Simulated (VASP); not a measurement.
Here is a VASP 6.6.1 calculation.

File INCAR:

```
ALGO = Normal
DIPOL = 0.5 0.5 0.496
EDIFF = 1E-6
ENCUT = 520
GGA = PE
IDIPOL = 3
ISIF = 2
ISMEAR = 0
LASPH = T
LCHARG = T
LDIPOL = T
LELF = T
LREAL = F
LVACPOTAV = T
LVHAR = T
LWAVE = F
NBANDS = 32
NELM = 80
PREC = Accurate
SIGMA = 0.1
```

The input KPOINTS:

```
k-points
0
Gamma
  9 9 1
```

POSCAR

```
Ti
1.0
    3.2555055358      0.0000000000      0.0000000000
    0.0000000000      3.2555055358      0.0000000000
    0.0000000000      0.0000000000     18.8832583036
Ti
4
Direct
    0.5000000000      0.5000000000      0.3706987368
    0.0000000000      0.0000000000      0.4568995789
    0.5000000000      0.5000000000      0.5384492793
    0.0000000000      0.0000000000      0.6185272018
```

Potentials or basis: VASP PAW PBE potentials, release 64 (Ti_sv).

Command:

```console
$ cat potpaw_PBE.64/Ti_sv/POTCAR > POTCAR
$ mpirun -np 1 vasp_std > vasp.out
```

Predict the largest force.

0.588 eV/Å.

Predict the band gap on the k mesh.

zero (band 24 reaches 1.14 eV, above the bottom of band 25 at 0.58 eV).

Forces on the atoms (eV/Å):
```
Ti   0.000  0.000  0.588
Ti   0.000  0.000 -0.542
Ti   0.000  0.000 -0.011
Ti   0.000  0.000 -0.035
```
